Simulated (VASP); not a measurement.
Wanted: the native input for a VASP 6.6.1 run.

```
Task                   : single point
Functional             : LDA
Potentials or basis    : VASP PAW LDA potentials, release 64 (Pt)
Cutoff                 : 520 eV
k mesh                 : 15 × 15 × 15
Occupations            : gaussian, width 0.1 eV
Spin                   : no spin polarisation
Dipole correction      : no
Further INCAR settings : ALGO = Normal; EDIFF = 1e-06; NBANDS = 11
```

The structure of Pt lies in POSCAR:

```
Pt
1.0
    2.7532983195      0.0000000000      0.0000000000
   -1.3766491598      2.3844262889      0.0000000000
    1.3766491598      0.7948087630      2.2480586642
Pt
1
Direct
    0.0000000000      0.0000000000      0.0000000000
```

The input as run:

INCAR

```
SYSTEM = Pt
ALGO = Normal ; EDIFF = 1E-6
ENCUT = 520 ; ISIF = 2
ISMEAR = 0 ; LASPH = .True.
LCHARG = .False. ; LREAL = .False.
LWAVE = .False. ; NBANDS = 11
NELM = 60 ; PREC = Accurate
SIGMA = 0.1
```

KPOINTS

```
k-points
0
Gamma
  15 15 15
  0 0 0
```

Potentials or basis: VASP PAW LDA potentials, release 64 (Pt).

Launch:

```sh
$ cat potpaw_LDA.64/Pt/POTCAR > POTCAR
$ mpirun -np 1 vasp_std > vasp.out
```

Results of the run:

```yaml
Pressure: 0.8 GPa
Band_gap_on_the_k_mesh: zero (band 5 reaches 12.03 eV, above the bottom of band 6 at 9.77 eV)
```

Caveat: spin-orbit coupling is left out, which moves the levels of the heavy elements.

It took 11 s on 1 thread of Intel(R) Xeon(R) Platinum 8488C (Sapphire Rapids), on a shared host, peak memory 0.13 GiB.
